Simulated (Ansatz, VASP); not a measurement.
Two plane-wave programs on SiC

INCAR

```
PREC = Accurate ; ENCUT = 520
EDIFF = 1E-8 ; ISMEAR = -1
SIGMA = 0.02 ; LREAL = False
LASPH = True ; NELM = 100
ALGO = Normal ; ISIF = 2
LWAVE = False ; LCHARG = False
GGA = PE ; LEFG = True
NBANDS = 16
```

KPOINTS

```
regular mesh
0
Gamma
  16 16 9
```

Contents of POSCAR:

```
SiC
1.0
    3.0760000000      0.0000000000      0.0000000000
   -1.5380000000      2.6638941420      0.0000000000
    0.0000000000      0.0000000000      5.0480000000
Si C
2 2
Direct
    0.3333333333      0.6666666667      0.0000000000
    0.6666666667      0.3333333333      0.5000000000
    0.3333333333      0.6666666667      0.3850000000
    0.6666666667      0.3333333333      0.8850000000
```

Input for Ansatz:

```yaml
crystal:
  lattice:
    - [3.076, 0.0, 0.0]
    - [-1.538, 2.663894142, 0.0]
    - [0.0, 0.0, 5.048]
  atoms:
    - { symbol: Si, position: [0.3333333333, 0.6666666667, 0.0] }
    - { symbol: Si, position: [0.6666666667, 0.3333333333, 0.5] }
    - { symbol: C, position: [0.3333333333, 0.6666666667, 0.385] }
    - { symbol: C, position: [0.6666666667, 0.3333333333, 0.885] }
kpoints:
  mp_grid: { grid: [16, 16, 9] }
scf:
  occupations: { method: fermi_dirac, width: 0.02 }
hamiltonian:
  xc: pbe
  pseudopotentials: { kind: paw }
output:
  forces: true
  stress: true
  populations: true
  efg: { contact_densities: true }
```

Alike in both runs: task electric field gradients; functional PBE; k mesh 16 × 16 × 9; occupations fermi-dirac, width 0.02 eV; no spin polarisation.

```csv
,VASP,Ansatz
version,VASP 6.6.1,Ansatz 0.2.0
potentials or method,"VASP PAW PBE potentials, release 64 (Si, C)","plane-wave PAW, scalar-relativistic"
plane-wave cutoff (eV),520,420
valence electrons in the cell,16,16
```

Ansatz gave:

| Item | Value |
| --- | --- |
| gap on the k mesh at the Fermi level (eV) | 2.39 |
| pressure (GPa) | 3.7 |
| traceless stress, the component that is largest in VASP (GPa) | -3.24 |
| rms of the force components (eV/Å) | 0.435 |
| size of Vzz on the site where it differs most (V/Å²) | 16.8 |

**Question.** What did VASP give for the same quantities?

**Answer.** gap on the k mesh at the Fermi level (eV): 2.39; pressure (GPa): 3.6; traceless stress, the component that is largest in VASP (GPa): -3.23; rms of the force components (eV/Å): 0.435; size of Vzz on the site where it differs most (V/Å²): 17.4.

Atom by atom the forces differ by 0.000 eV/Å (rms over components). With one functional, cell and mesh, what is left measures potentials, basis and numerics.
